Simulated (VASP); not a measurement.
Runs of VASP 6.6.1 on Cu. It takes space group Cmcm (No. 63, orthorhombic). Conventional cell: a = 2.437 Å, b = 7.953 Å, c = 2.475 Å, α = 90.00°, β = 90.00°, γ = 90.00°. Within 3.2 Å of Cu (site symmetry m2m) lie 10 Cu at 2.44 to 2.54 Å. 

| k mesh | gap on the mesh (eV) | pressure (GPa) | largest force (eV/Å) |
| --- | --- | --- | --- |
| 3 × 3 × 3 | none | (a) | 0.19 |
| 7 × 7 × 7 | none | -0.7 | 0.03 |
| 5 × 5 × 5 | none | -0.8 | 0.01 |
| 9 × 9 × 9 | none | -0.7 | - |

Alike in all rows: task single point; level PBEsol; potentials or basis VASP PAW PBE potentials, release 64 (Cu); no spin polarisation; cell as given; cutoff (eV) 600; smearing fermi-dirac 0.05 eV.

Q: Estimate the missing entries.

A: (a) -1.3.

Caveats: some runs use coarse meshes; the PAW data sets were made with another functional, which shifts forces and pressure a little.

A gap of «none» marks levels without a gap at the run's occupations.
